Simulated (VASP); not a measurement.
Write the native input for VASP 6.6.1 that does the following.

| Property | Result |
| --- | --- |
| Task | relaxation of cell and atoms |
| Functional | PBEsol |
| Potentials or basis | VASP PAW PBE potentials, release 64 (Sn_d) |
| Cutoff | 600 eV |
| k mesh | 11 × 11 × 11 |
| Occupations | fermi-dirac, width 0.1 eV |
| Spin | no spin polarisation |
| Dipole correction | no |
| Further INCAR settings | ALGO = Normal; EDIFF = 1e-06; IBRION = 2; EDIFFG = -0.01; NSW = 80; ISIF = 3 |

The structure of Sn lies in POSCAR:

```
Sn
1.0
    0.0000000000      3.2333400000      3.2333400000
    3.2333400000      0.0000000000      3.2333400000
    3.2333400000      3.2333400000      0.0000000000
Sn
2
Direct
    0.0000000000      0.0000000000      0.0000000000
    0.2500000000      0.2500000000      0.2500000000
```

This isn't the form of Sn at room conditions, which is tetragonal (white tin).

The input as run:

INCAR

```
ALGO = Normal ; EDIFF = 1E-6
EDIFFG = -0.01 ; ENCUT = 600
GGA = PS ; IBRION = 2
ISIF = 3 ; ISMEAR = -1
LASPH = T ; LCHARG = F
LREAL = F ; LWAVE = F
NELM = 100 ; NSW = 80
PREC = Accurate ; SIGMA = 0.1
```

KPOINTS

```
k-points
0
Gamma
  11 11 11
```

Potentials or basis: VASP PAW PBE potentials, release 64 (Sn_d).

Launch:

```console
$ cat potpaw_PBE.64/Sn_d/POTCAR > POTCAR
$ mpirun -np 1 vasp_std > vasp.out
```

It gave:

The relaxed volume is 34.96 Å³/atom. The relaxed cell is a = 4.624 Å, b = 4.624 Å, c = 4.624 Å, α = 60.00°, β = 60.00°, γ = 60.00°, the space group after relaxing (to 0.1 Å) is Fd-3m (No. 227) and the energy gained by relaxing is 5.3 meV/atom. The ionic steps are 3 and the pressure after relaxing is 0.0 GPa. The band gap on the k mesh is zero (bands 14 and 15 overlap by 0.18 eV).

Caveat: the PAW data sets were made with another functional, which shifts forces and pressure a little; spin-orbit coupling is left out, which moves the levels of the heavy elements.

It took 5.8 min on 1 thread of AMD EPYC 7R13, on a shared host, peak memory 0.26 GiB.
